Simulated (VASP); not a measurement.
MnO, 2 atoms in the cell. Symmetry: Fm-3m, No. 225, cubic system. Conventional cell: a = 4.444 Å, b = 4.444 Å, c = 4.444 Å, α = 90.00°, β = 90.00°, γ = 90.00°. Within 2.9 Å of Mn (site symmetry m-3m) lie 6 O at 2.22 Å. Within 2.9 Å of O (site symmetry m-3m) lie 6 Mn at 2.22 Å. 

| Property | Result |
| --- | --- |
| Program | VASP 6.6.1 |
| Task | single point |
| Functional | r2SCAN |
| Potentials or basis | VASP PAW PBE potentials, release 64 (Mn_pv, O) |
| Cutoff | 660 eV |
| k mesh | 7 × 7 × 7 |
| Occupations | gaussian, width 0.05 eV |
| Spin | collinear spin, ferromagnetic start |
| Starting moments | [5.0, 0.0] μB |
| Hubbard terms | Mn d U = 2.0 eV, J = 0.9 eV |
| Dipole correction | no |
| LDAUTYPE | 1 |
| Hund's J | 0.9 |
| Further INCAR settings | ALGO = Normal; EDIFF = 1e-06; NBANDS = 20 |

Potentials or basis: VASP PAW PBE potentials, release 64 (Mn_pv, O).

Command:

```sh
$ cat potpaw_PBE.64/Mn_pv/POTCAR potpaw_PBE.64/O/POTCAR > POTCAR
$ cp INCAR.step1 INCAR
$ mpirun -np 1 vasp_std > vasp.out
$ cp INCAR.step2 INCAR
$ mpirun -np 1 vasp_std > vasp.out
```

Hardware: 1 thread of Intel(R) Xeon(R) 6975P-C (Granite Rapids), with other jobs on the host.

Problem. How long does it take, and how much memory?

Solution. It took 51 s on 1 thread of Intel(R) Xeon(R) 6975P-C (Granite Rapids) (shared host), peak memory 0.19 GiB. Counts: k points 20.
